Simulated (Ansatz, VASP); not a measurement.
**One calculation of Be4S, two programs**

```
Be S
1.0
     5.42525   -1.75559    0.00000
     5.42525    1.75559    0.00000
    -1.54442    0.00000    5.85093
Be S
8 2
Direct
  0.29654 0.29654 0.28150
  0.60208 0.60208 0.44390
  0.85338 0.85338 0.09099
  0.06018 0.06018 0.15163
  0.65605 0.65605 0.09308
  0.94431 0.94431 0.80063
  0.45444 0.45444 0.07474
  0.23727 0.23727 0.93958
  0.80238 0.80238 0.48282
  0.09364 0.09364 0.64114
```

Change from the starting cell: the structure that the rattled cell fell into.

Alike in both runs: functional PBE; k mesh 6 × 6 × 4; occupations gaussian, width 0.1 eV; no spin polarisation.

Ansatz relaxed the structure, and its values are those at the end. VASP's run is a single point on that final structure, the one shown.

|  | VASP | Ansatz |
| --- | --- | --- |
| version | VASP 6.6.1 | Ansatz 0.2.0 |
| potentials or method | VASP PAW PBE potentials, release 64 (Be, S), cutoff 520 eV | scalar-relativistic, plane waves, PAW |
| valence electrons in the cell | 28 | 28 |

```csv
,VASP,Ansatz,Ansatz less VASP
gap on the k mesh at the Fermi level (eV),none,none,-
pressure (GPa),0.1,0.0,-0.06
rms of the force components (eV/Å),0.015,0.015,0.0000
```

A gap of «none» marks a metal or a gap that the smearing closes. With one functional, cell and mesh, what is left measures potentials, basis and numerics.
